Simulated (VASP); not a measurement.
# Al2Cu (km) (P4/mmm) in VASP: single point with PBEsol

Aim: the single point of Al2Cu (km) with PBEsol.

All numbers are computed with VASP 6.6.1; they aren't measurements. Logs are shortened: lines on timing, memory, paths and dates and some standing lists are left out, and cuts for length are marked.

## (1) The cell of the first run

Symmetry: P4/mmm, No. 123, tetragonal system. Conventional cell: a = 4.085 Å, b = 4.085 Å, c = 2.846 Å, α = 90.00°, β = 90.00°, γ = 90.00°. Within 3.3 Å of Al (site symmetry mmm) lie 4 Cu at 2.49 Å and 6 Al at 2.85 to 2.89 Å. Cu (site symmetry 4/mmm) has 8 Al at 2.49 Å and 2 Cu at 2.85 Å within 3.3 Å.

## (2) Single point, PBEsol

Contents of INCAR:

```
SYSTEM = Al2Cu
PREC = Accurate ; ENCUT = 600
EDIFF = 1E-6 ; ISMEAR = 0
SIGMA = 0.1 ; LREAL = .False.
LASPH = .True. ; NELM = 120
ALGO = Normal ; ISIF = 2
LWAVE = .False. ; LCHARG = .True.
GGA = PS ; LELF = .True.
LVHAR = .True. ; NBANDS = 16
GGA_COMPAT = .False.
```

Contents of KPOINTS:

```
regular mesh
0
Gamma
  4 4 6
  0 0 0
```

Contents of POSCAR:

```
Al2Cu
1.0
    4.0848572809      0.0000000000      0.0000000000
    0.0000000000      4.0848572809      0.0000000000
    0.0000000000      0.0000000000      2.8464075211
Al Cu
2 1
Direct
    0.5000000000      0.0000000000      0.5000000000
    0.0000000000      0.5000000000      0.5000000000
    0.0000000000      0.0000000000      0.0000000000
```

Potentials or basis: VASP PAW PBE potentials, release 64 (Al, Cu).

On the command line:

```
$ cat potpaw_PBE.64/Al/POTCAR potpaw_PBE.64/Cu/POTCAR > POTCAR
$ mpirun -np 1 vasp_std > vasp.out
```

OUTCAR:

```text
SYSTEM = Al2Cu
   PREC = Accurate
   ENCUT = 600
   EDIFF = 1E-6
   ISMEAR = 0
   LREAL = .False.
   LASPH = .True.
   NELM = 120
   ISIF = 2
   GGA = PS

 ion  position               nearest neighbor table
   1  0.500  0.000  0.500-   3 2.49   3 2.49   3 2.49   3 2.49   2 2.89   2 2.89   2 2.89   2 2.89

   2  0.000  0.500  0.500-   3 2.49   3 2.49   3 2.49   3 2.49   1 2.89   1 2.89   1 2.89   1 2.89

   3  0.000  0.000  0.000-   1 2.49   2 2.49   1 2.49   2 2.49   2 2.49   2 2.49   1 2.49   1 2.49

  LATTYP: Found a simple tetragonal cell.
 ALAT       =     4.0848572809
 C/A-ratio  =     0.6968193318

  Lattice vectors:

 A1 = (   4.0848572809,   0.0000000000,   0.0000000000)
 A2 = (   0.0000000000,   4.0848572809,   0.0000000000)
 A3 = (   0.0000000000,   0.0000000000,   2.8464075211)

Analysis of symmetry for initial positions (statically):
=====================================================================
 Subroutine PRICEL returns:
 Original cell was already a primitive cell.

 Routine SETGRP: Setting up the symmetry group for a
 simple tetragonal supercell.

 Subroutine GETGRP returns: Found 16 space group operations
 (whereof 16 operations were pure point group operations)
 out of a pool of 16 trial point group operations.

The static configuration has the point symmetry D_4h.

Analysis of symmetry for dynamics (positions and initial velocities):
=====================================================================
 Subroutine PRICEL returns:
 Original cell was already a primitive cell.

 Routine SETGRP: Setting up the symmetry group for a
 simple tetragonal supercell.

 Subroutine GETGRP returns: Found 16 space group operations
 (whereof 16 operations were pure point group operations)
 out of a pool of 16 trial point group operations.

The dynamic configuration has the point symmetry D_4h.

 Subroutine INISYM returns: Found 16 space group operations
 (whereof 16 operations are pure point group operations),
 and found     1 'primitive' translations

----------------------------------------------------------------------------------------

                                     Primitive cell

  volume of cell :      47.4953
[... 85 lines left out ...]
   LNONCOLLINEAR =      F non collinear calculations
   LSORBIT =      F    spin-orbit coupling
   LASPH  =      T    aspherical Exc in radial PAW
   ENCUT  =  600.0 eV  44.10 Ry    6.64 a.u.   8.16  8.16  5.68*2*pi/ulx,y,z
   NELM   =    120;   NELMIN=  2; NELMDL= -5     # of ELM steps
   EDIFF  = 0.1E-05   stopping-criterion for ELM
   LREAL  =      F    real-space projection
   EDIFFG = 0.1E-04   stopping-criterion for IOM
   NSW    =      0    number of steps for IOM
   IBRION =     -1    ionic relax: 0-MD 1-quasi-New 2-CG
   NFREE  =      0    steps in history (QN), initial steepest desc. (CG)
   ISIF   =      2    stress and relaxation
   ISYM   =      2    0-nonsym 1-usesym 2-fastsym
   POTIM  = 0.5000    time-step for ionic-motion
   TEBEG  =    0.0;   TEEND  =   0.0 temperature during run
   PSTRESS=    0.0 pullay stress
   NELECT =      17.0000    total number of electrons
   NUPDOWN=      -1.0000    fix difference up-down
   EMIN   =  10.00;   EMAX   =-10.00  energy-range for DOS
   EFERMI =   0.00;   METHOD = LEGACY
   ISMEAR =     0;   SIGMA  =   0.10  broadening in eV -4-tet -1-fermi 0-gaus
   EFERMI_NEDOS =   21; number of points for ismear=-14 and -15
   IALGO  =     38    algorithm
   IMIX   =      4    mixing-type and parameters
     AMIX     =   0.40;   BMIX     =  1.00
     AMIX_MAG =   1.60;   BMIX_MAG =  1.00
  volume/ion in A,a.u.               =      15.83       106.84
  Fermi-wavevector in a.u.,A,eV,Ry     =   1.162361  2.196543 18.382587  1.351082
  Thomas-Fermi vector in A             =   2.298922
   LORBIT       =      0    0 simple, 1 ext, 2 COOP (PROOUT), +10 PAW based schemes
   GGA     = PS    functional components
   LHFCALC =     F    Hartree Fock is set to
   AEXX    =    0.0000 exact exchange contribution
   IVDW    =     0    specifies the selected vdW correction
   LEPSILON=     F    determine dielectric tensor
   LRPA    =     F    only Hartree local field effects (RPA)
 non-spin polarized calculation
 Gauss-broadening in eV      SIGMA  =   0.10
  energy-cutoff  :      600.00
  volume of cell :       47.50
 maximum number of plane-waves:      1608
 NGX is ok and might be reduce to    36
   NGX = 17   NGY = 17   NGZ = 11

 number of electron      16.9999992 magnetization

 Free energy of the ion-electron system (eV)
  ---------------------------------------------------
  ext. energy  EPLUGINS =         0.00000000
  ---------------------------------------------------
  free energy    TOTEN  =       -12.52965324 eV

  energy without entropy =      -12.52740394  energy(sigma->0) =      -12.52852859

 E-fermi :   7.3415     XC(G=0): -10.5905

 val. band max:        7.2268779037   @ k =   0.0000   0.0000   0.0000
 cond. band min:       7.3639583203   @ k =   0.5000   0.5000   0.5000
 fundamental gap:      0.1370804166
 Fermi energy:         7.3415396492

 k-point     1 :       0.0000    0.0000    0.0000
  band No.  band energies     occupation
      1      -3.3731      2.00000
      2       1.7623      2.00000
      3       2.2787      2.00000
      4       2.9475      2.00000
      5       3.1776      2.00000
      6       3.1776      2.00000
[... 433 lines left out ...]
      3       2.8943      2.00000
      4       2.9465      2.00000
      5       3.3113      2.00000
      6       3.8139      2.00000
[... 8 lines left out ...]
     15      20.5733      0.00000
     16      21.5776      0.00000

------------------------ aborting loop because EDIFF is reached ----------------------------------------

  FORCE on cell =-STRESS in cart. coord.  units (eV):
  Direction    XX          YY          ZZ          XY          YZ          ZX
  --------------------------------------------------------------------------------------
  -------------------------------------------------------------------------------------
  Total       -0.3862978     -0.3862978      1.0408043      0.0000000      0.0000000      0.0000000
  in kB      -13.0311262    -13.0311262     35.1098382      0.0000000      0.0000000      0.0000000
  external PRESSURE =       3.0158620 kB  Pullay stress =       0.0000000 kB

 VOLUME and BASIS-vectors are now :
 -----------------------------------------------------------------------------
  energy-cutoff  :      600.00
  volume of cell :       47.50
      direct lattice vectors                 reciprocal lattice vectors
     4.084857281  0.000000000  0.000000000     0.244806595  0.000000000  0.000000000
     0.000000000  4.084857281  0.000000000     0.000000000  0.244806595  0.000000000
     0.000000000  0.000000000  2.846407521     0.000000000  0.000000000  0.351320039

 POSITION                                       TOTAL-FORCE (eV/Angst)
 -----------------------------------------------------------------------------------
      2.04243      0.00000      1.42320         0.000000      0.000000      0.000000
      0.00000      2.04243      1.42320         0.000000      0.000000      0.000000
      0.00000      0.00000      0.00000         0.000000      0.000000      0.000000
 -----------------------------------------------------------------------------------
    total drift:                                0.000000     -0.000000     -0.000000

  FREE ENERGIE OF THE ION-ELECTRON SYSTEM (eV)
  ---------------------------------------------------
  free  energy   TOTEN  =       -12.5296532444 eV

  energy  without entropy=      -12.5274039358  energy(sigma->0) =      -12.52852859
```

It took 8.5 s on 1 thread of Intel Xeon 6975P-C (Granite Rapids), shared host; peak memory 0.18 GiB.

Results:

```
Free energy : -12.5297 eV
Pressure    : 0.3 GPa
```

Caveat: the k points lie up to 0.38 Å⁻¹ apart; the PAW data sets were made with another functional, which shifts forces and pressure a little.
